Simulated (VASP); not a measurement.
Here is a VASP 6.6.1 calculation.

INCAR

```
PREC = Accurate
ENCUT = 520
EDIFF = 1E-6
ISMEAR = -1
SIGMA = 0.05
LREAL = False
LASPH = True
NELM = 100
ALGO = Normal
ISIF = 2
LWAVE = False
LCHARG = True
GGA = B5
ALDAX = 1.0
AGGAX = 1.0
AGGAC = 1.0
ALDAC = 0.0
LELF = True
LVHAR = True
NBANDS = 28
```

KPOINTS

```
regular mesh
0
Gamma
  6 6 6
```

POSCAR

```
BaZrO3
1.0
    4.2697050518      0.0000000000      0.0000000000
    0.0000000000      4.2697050518      0.0000000000
    0.0000000000      0.0000000000      4.2697050518
Ba Zr O
1 1 3
Direct
    0.0000000000      0.0000000000      0.0000000000
    0.5000000000      0.5000000000      0.5000000000
    0.5000000000      0.5000000000      0.0000000000
    0.5000000000      0.0000000000      0.5000000000
    0.0000000000      0.5000000000      0.5000000000
```

Potentials or basis: VASP PAW PBE potentials, release 64 (Ba_sv, Zr_sv, O).

Command:

```sh
$ cat potpaw_PBE.64/Ba_sv/POTCAR potpaw_PBE.64/Zr_sv/POTCAR potpaw_PBE.64/O/POTCAR > POTCAR
$ mpirun -np 1 vasp_std > vasp.out
```

Estimate the band gap on the k mesh.

3.14 eV (least direct gap 3.41 eV).

Predict the pressure.

1.1 GPa.

Caveat: the PAW data sets were made with another functional, which shifts forces and pressure a little; spin-orbit coupling is left out, which moves the levels of the heavy elements. A k mesh can miss the band edges.
